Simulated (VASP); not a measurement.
# I (P6_3/mmc) in VASP: notebook, part 2 of 2

VASP 6.6.1. Earlier steps stand in the parts before.

## Step 4: Single point, LDA, collinear spin, zero start

This run uses another cell than the first one, of 30.69 Å³/atom.

The input, INCAR:

```
  PREC = Accurate
  ENCUT = 520
  EDIFF = 1E-7
  ISMEAR = -1
  SIGMA = 0.08
  LREAL = False
  LASPH = True
  NELM = 150
  ALGO = Normal
  ISIF = 2
  LWAVE = False
  LCHARG = True
  ISPIN = 2
  MAGMOM = 0 0
  LORBIT = 11
  GGA = CA
  LELF = True
  LVHAR = True
  NBANDS = 18
```

The input, KPOINTS:

```
regular mesh
0
Gamma
  12 12 7
```

The input, POSCAR:

```
I
1.0
    3.8059600065      0.0000000000      0.0000000000
   -1.9029800032      3.2960580515      0.0000000000
    0.0000000000      0.0000000000      4.8934290635
I
2
Direct
    0.3333333333      0.6666666667      0.2500000000
    0.6666666667      0.3333333333      0.7500000000
```

Potentials or basis: VASP PAW LDA potentials, release 64 (I).

Run with:

```
$ cat potpaw_LDA.64/I/POTCAR > POTCAR
$ mpirun -np 1 vasp_std > vasp.out
```

OUTCAR:

```text
PREC = Accurate
   ENCUT = 520
   EDIFF = 1E-7
   ISMEAR = -1
   LREAL = False
   LASPH = True
   NELM = 150
   ISIF = 2
   ISPIN = 2
   LORBIT = 11
   GGA = CA

 ion  position               nearest neighbor table
   1  0.333  0.667  0.250-   2 3.29   2 3.29   2 3.29   2 3.29   2 3.29   2 3.29
   2  0.667  0.333  0.750-   1 3.29   1 3.29   1 3.29   1 3.29   1 3.29   1 3.29

  LATTYP: Found a hexagonal cell.
 ALAT       =     3.8059600065
 C/A-ratio  =     1.2857279254

  Lattice vectors:

[... 1227 lines left out ...]
  external PRESSURE =      29.3865642 kB  Pullay stress =       0.0000000 kB

 VOLUME and BASIS-vectors are now :
 -----------------------------------------------------------------------------
  energy-cutoff  :      520.00
  volume of cell :       61.39
      direct lattice vectors                 reciprocal lattice vectors
     3.805960006  0.000000000  0.000000000     0.262745798  0.151696357  0.000000000
    -1.902980003  3.296058052  0.000000000     0.000000000  0.303392715  0.000000000
     0.000000000  0.000000000  4.893429064     0.000000000  0.000000000  0.204355675

 POSITION                                       TOTAL-FORCE (eV/Angst)
 -----------------------------------------------------------------------------------
     -0.00000      2.19737      1.22336         0.000000     -0.000000      0.000000
      1.90298      1.09869      3.67007        -0.000000      0.000000      0.000000
 -----------------------------------------------------------------------------------
    total drift:                               -0.000000      0.000000     -0.000000

  FREE ENERGIE OF THE ION-ELECTRON SYSTEM (eV)
  ---------------------------------------------------
  free  energy   TOTEN  =        -3.4803485351 eV

  energy  without entropy=       -3.4408589591  energy(sigma->0) =       -3.46060375

 total charge

# of ion       s       p       d       tot
------------------------------------------
    1        1.559   2.603   0.041   4.202
    2        1.559   2.603   0.041   4.202
--------------------------------------------------
tot          3.118   5.206   0.081   8.405

 magnetization (x)

# of ion       s       p       d       tot
------------------------------------------
    1        0.000   0.000  -0.000   0.000
    2        0.000   0.000  -0.000   0.000
--------------------------------------------------
tot          0.000   0.000  -0.000   0.000
```

Run time: 2.9 min. Hardware: 1 thread of Intel Xeon 8259CL, shared host; peak memory 0.21 GiB.

What came out:

| Quantity | Value |
| --- | --- |
| Free energy | -3.4803 eV |
| Pressure | 2.9 GPa |
| Band gap on the k mesh | zero (filled and empty bands overlap) |
| Net moment | 0.00 μB per cell |
| Valence electrons inside the program's atomic spheres | I 4.20 |

Caveat: spin-orbit coupling is left out, which moves the levels of the heavy elements.

## Step 5: Relaxation of shape and atoms at fixed volume, LDA

This run uses another cell than the first one, of 22.69 Å³/atom.

The input, INCAR:

```
SYSTEM = I
PREC = Accurate ; ENCUT = 600
EDIFF = 1E-6 ; ISMEAR = -1
SIGMA = 0.08 ; LREAL = .FALSE.
LASPH = .TRUE. ; NELM = 60
ALGO = Normal ; ISIF = 4
LWAVE = .FALSE. ; LCHARG = .FALSE.
IBRION = 2 ; NSW = 50
EDIFFG = -0.005
```

The input, KPOINTS:

```
Automatic mesh
0
G
  12 12 7
  0 0 0
```

The input, POSCAR:

```
I
1.0
    3.4892093757      0.0000000000      0.0000000000
   -1.7446046878      3.0217439585      0.0000000000
    0.0000000000      0.0000000000      4.3033707294
I
2
Direct
    0.3333333333      0.6666666667      0.2500000000
    0.6666666667      0.3333333333      0.7500000000
```

Run with:

```
$ cat potpaw_LDA.64/I/POTCAR > POTCAR
$ mpirun -np 1 vasp_std > vasp.out
```

Wall time 8.9 min (1 thread of Intel Xeon 8259CL, shared host); peak memory 0.15 GiB.

It converged, with:

```yaml
Free_energy: -2.2815 eV
Energy_gained_by_relaxing: 221.2 meV/atom
Ionic_steps: 24
Pressure_after_relaxing: 27.1 GPa
Band_gap_on_the_k_mesh: zero (bands 7 and 8 overlap by 5.64 eV)
```

The path:
| step | energy change (eV) | largest force (eV/Å) | pressure (GPa) | volume (Å³) |
| --- | --- | --- | --- | --- |
| 1 | 0.0000 | 0.0000 | 36.77 | 45.37 |
| 2 | -0.3784 | 0.0000 | 29.61 | 45.37 |
| 3 | -0.4090 | 0.0000 | 28.04 | 45.37 |
| 4 | -0.4336 | 0.0000 | 26.95 | 45.37 |
| 5 | -0.2290 | 0.0000 | 33.45 | 45.37 |
| 6 | -0.4402 | 0.0000 | 27.01 | 45.37 |
| 7 | -0.3966 | 0.0000 | 28.86 | 45.37 |
| 8 | -0.4421 | 0.0000 | 27.18 | 45.37 |
| 9 | -0.4425 | 0.0000 | 27.11 | 45.37 |
| 10 | -0.4425 | 0.0000 | 27.11 | 45.37 |
| 11 | -0.4425 | 0.0000 | 27.11 | 45.37 |
| 12 | -0.4425 | 0.0000 | 27.11 | 45.37 |
| 13 | -0.4425 | 0.0000 | 27.11 | 45.37 |
| 14 | -0.4425 | 0.0000 | 27.11 | 45.37 |
| 15 | -0.4425 | 0.0000 | 27.11 | 45.37 |
| 16 | -0.4425 | 0.0000 | 27.11 | 45.37 |
| 17 | -0.4425 | 0.0000 | 27.11 | 45.37 |
| 18 | -0.4425 | 0.0000 | 27.11 | 45.37 |
| 19 | -0.4425 | 0.0000 | 27.11 | 45.37 |
| 20 | -0.4425 | 0.0000 | 27.11 | 45.37 |
| 21 | -0.4425 | 0.0000 | 27.11 | 45.37 |
| 22 | -0.4425 | 0.0000 | 27.11 | 45.37 |
| 23 | -0.4425 | 0.0000 | 27.11 | 45.37 |
| 24 | -0.4425 | 0.0000 | 27.11 | 45.37 |

Final structure:
```
I
1.0
     3.10848    0.00000    0.00000
    -1.55424    2.69203    0.00000
     0.00000    0.00000    5.42208
I
2
Direct
  0.33333 0.66667 0.25000
  0.66667 0.33333 0.75000
```

Levels at points of the mesh, in eV from the Fermi level:
| k point | band 4 | band 5 | band 6 | band 7 | band 8 | band 9 | band 10 | band 11 |
| --- | --- | --- | --- | --- | --- | --- | --- | --- |
| (0.00, 0.00, 0.00) | 1.50 | 1.50 | 1.54 | 2.75 | 2.75 | 7.63 | 8.14 | 9.81 |
| (0.50, 0.00, 0.00) | -6.31 | -4.47 | -2.13 | -1.68 | 0.74 | 3.96 | 6.19 | 7.49 |

Caveat: a cell axis changed by over 15 % at a fixed basis, so the end point is rough; spin-orbit coupling is left out, which moves the levels of the heavy elements.

## Step 6: Relaxation of shape and atoms at fixed volume, LDA

This run uses another cell than the first one, of 25.36 Å³/atom.

The input, INCAR:

```
PREC = Accurate
ENCUT = 600
EDIFF = 1E-7
ISMEAR = -1
SIGMA = 0.08
LREAL = False
LASPH = True
NELM = 80
ALGO = Normal
ISIF = 4
LWAVE = False
LCHARG = False
IBRION = 2
NSW = 50
EDIFFG = -0.005
```

The input, KPOINTS:

```
regular mesh
0
Gamma
  12 12 7
```

The input, POSCAR:

```
I
1.0
    3.6210005488      0.0000000000      0.0000000000
   -1.8105002744      3.1358784624      0.0000000000
    0.0000000000      0.0000000000      4.4659136484
I
2
Direct
    0.3333333333      0.6666666667      0.2500000000
    0.6666666667      0.3333333333      0.7500000000
```

Potentials or basis: VASP PAW LDA potentials, release 64 (I).

Run with:

```
$ cat potpaw_LDA.64/I/POTCAR > POTCAR
$ mpirun -np 1 vasp_std > vasp.out
```

OUTCAR:

```text
PREC = Accurate
   ENCUT = 600
   EDIFF = 1E-7
   ISMEAR = -1
   LREAL = False
   LASPH = True
   NELM = 80
   ISIF = 4
   IBRION = 2
   NSW = 50
   EDIFFG = -0.005

 ion  position               nearest neighbor table
   1  0.333  0.667  0.250-   2 3.06   2 3.06   2 3.06   2 3.06   2 3.06   2 3.06
   2  0.667  0.333  0.750-   1 3.06   1 3.06   1 3.06   1 3.06   1 3.06   1 3.06

  LATTYP: Found a hexagonal cell.
 ALAT       =     3.6210005488
 C/A-ratio  =     1.2333369156

  Lattice vectors:

 A1 = (   3.6210005488,   0.0000000000,   0.0000000000)
 A2 = (  -1.8105002744,   3.1358784624,   0.0000000000)
 A3 = (   0.0000000000,   0.0000000000,   4.4659136484)

Analysis of symmetry for initial positions (statically):
=====================================================================
 Subroutine PRICEL returns:
[... 376 lines left out ...]
      4       8.4781      1.99995
      5       8.4781      1.99995
      6      10.3441      0.00001
      7      10.3441      0.00001
      8      11.9646      0.00000
      9      14.0884      0.00000
     10      16.9204      0.00000
     11      17.8756      0.00000
[... 309 lines left out ...]
 k-point    24 :       0.3333    0.0000    0.1429
  band No.  band energies     occupation
      1      -5.4441      2.00000
      2      -2.9726      2.00000
      3       3.0601      2.00000
      4       4.8331      2.00000
      5       5.8323      2.00000
      6       6.8013      2.00000
      7       9.2189      1.61170
      8       9.8355      0.00372
      9      13.2704      0.00000
     10      15.5534      0.00000
     11      18.0185      0.00000

 [... further k-points ...]

------------------------ aborting loop because EDIFF is reached ----------------------------------------

  FORCE on cell =-STRESS in cart. coord.  units (eV):
  Direction    XX          YY          ZZ          XY          YZ          ZX
  --------------------------------------------------------------------------------------
  -------------------------------------------------------------------------------------
  Total        4.7890806      4.7890806      4.7750985      0.0000000      0.0000000      0.0000000
  in kB      151.3089427    151.3089427    150.8671849      0.0000000      0.0000000      0.0000000
  external PRESSURE =     151.1616901 kB  Pullay stress =       0.0000000 kB
[... 17 lines left out ...]
  FREE ENERGIE OF THE ION-ELECTRON SYSTEM (eV)
  ---------------------------------------------------
  free  energy   TOTEN  =        -2.9409888954 eV

  energy  without entropy=       -2.8985838016  energy(sigma->0) =       -2.91978635

 reached required accuracy - stopping structural energy minimisation
```

OSZICAR:

```text
N       E                     dE             d eps       ncg     rms          rms(c)
DAV:   1     0.792529538128E+02    0.79253E+02   -0.64417E+03  1672   0.121E+03
DAV:   2     0.166109922407E+01   -0.77592E+02   -0.73710E+02  2429   0.170E+02
DAV:   3    -0.271193724970E+01   -0.43730E+01   -0.42970E+01  2087   0.473E+01
[... 45 lines left out ...]
DAV:   1    -0.294099955850E+01   -0.20622E-04   -0.73325E-04  1894   0.169E-01    0.249E-02
DAV:   2    -0.294099222777E+01    0.73307E-05   -0.23300E-05  1825   0.364E-02    0.854E-03
DAV:   3    -0.294098900988E+01    0.32179E-05   -0.53257E-06  1957   0.137E-02    0.251E-03
DAV:   4    -0.294098890591E+01    0.10397E-06   -0.52503E-07  1779   0.448E-03    0.143E-03
DAV:   5    -0.294098889537E+01    0.10544E-07   -0.15601E-08   902   0.943E-04
   6 F= -.29409889E+01 E0= -.29197863E+01  d E =-.996977E-05
```

CONTCAR:

```text
I
   1.00000000000000
     3.4437337508679220    0.0000000000000000    0.0000000000000000
    -1.7218668754339610    2.9823609121583048    0.0000000000000000
    -0.0000000000000000   -0.0000000000000000    4.9375143257773235
  I
     2
Direct
     0.3333333332999970    0.6666666667000030    0.2500000000000000
     0.6666666667000030    0.3333333332999970    0.7500000000000000

  0.00000000E+00  0.00000000E+00  0.00000000E+00
  0.00000000E+00  0.00000000E+00  0.00000000E+00
```

It took 4.8 min on 1 thread of Intel Xeon 8259CL, shared host; peak memory 0.15 GiB.

Results:

| Property | Result |
| --- | --- |
| Free energy | -2.9410 eV |
| Energy gained by relaxing | 89.7 meV/atom |
| Ionic steps | 6 |
| Pressure after relaxing | 15.1 GPa |
| Band gap on the k mesh | zero (bands 7 and 8 overlap by 3.41 eV) |

Step by step:
| step | energy change (eV) | largest force (eV/Å) | pressure (GPa) | volume (Å³) |
| --- | --- | --- | --- | --- |
| 1 | 0.0000 | 0.0000 | 20.01 | 50.71 |
| 2 | -0.1603 | 0.0000 | 16.54 | 50.71 |
| 3 | -0.1788 | 0.0000 | 15.34 | 50.71 |
| 4 | -0.1794 | 0.0000 | 15.16 | 50.71 |
| 5 | -0.1794 | 0.0000 | 15.10 | 50.71 |
| 6 | -0.1794 | 0.0000 | 15.12 | 50.71 |

Final structure:
```
I
1.0
     3.44373    0.00000    0.00000
    -1.72187    2.98236    0.00000
     0.00000    0.00000    4.93751
I
2
Direct
  0.33333 0.66667 0.25000
  0.66667 0.33333 0.75000
```

Levels at points of the mesh, in eV from the Fermi level:
| k point | band 3 | band 4 | band 5 | band 6 | band 7 | band 8 | band 9 | band 10 | band 11 |
| --- | --- | --- | --- | --- | --- | --- | --- | --- | --- |
| (0.00, 0.00, 0.00) | -7.36 | -0.85 | -0.85 | 1.01 | 1.01 | 2.63 | 4.76 | 7.59 | 8.54 |
| (0.50, 0.00, 0.00) | -6.17 | -4.55 | -4.30 | -3.03 | -2.22 | 0.56 | 3.13 | 6.45 | 7.88 |

Caveat: spin-orbit coupling is left out, which moves the levels of the heavy elements.

## Step 7: Summary

```csv
task,spin,cell,cutoff (eV),gap on the mesh (eV),pressure (GPa)
relaxation of shape and atoms at fixed volume,off,"relaxed from a = 3.191, b = 3.191, c = 3.935 Å, angles 90.0, 90.0, 120.0°, 2 atoms",600,none,93.0
relaxation of shape and atoms at fixed volume,off,"relaxed from a = 3.347, b = 3.347, c = 4.128 Å, angles 90.0, 90.0, 120.0°, 2 atoms",600,none,50.4
single point,"collinear, zero start","a = 3.806, b = 3.806, c = 4.893 Å, angles 90.0, 90.0, 120.0°, 2 atoms",520,none,2.9
relaxation of shape and atoms at fixed volume,off,"relaxed from a = 3.489, b = 3.489, c = 4.303 Å, angles 90.0, 90.0, 120.0°, 2 atoms",600,none,27.1
relaxation of shape and atoms at fixed volume,off,"relaxed from a = 3.621, b = 3.621, c = 4.466 Å, angles 90.0, 90.0, 120.0°, 2 atoms",600,none,15.1
```

Alike in all rows: level LDA; potentials or basis VASP PAW LDA potentials, release 64 (I); k mesh 12 × 12 × 7; smearing fermi-dirac 0.08 eV.

Caveats: spin-orbit coupling is left out, which moves the levels of the heavy elements; a cell axis changed by over 15 % at a fixed basis, so the end point is rough (at least some runs).

Absolute energies hang on the potentials; compare differences alone.
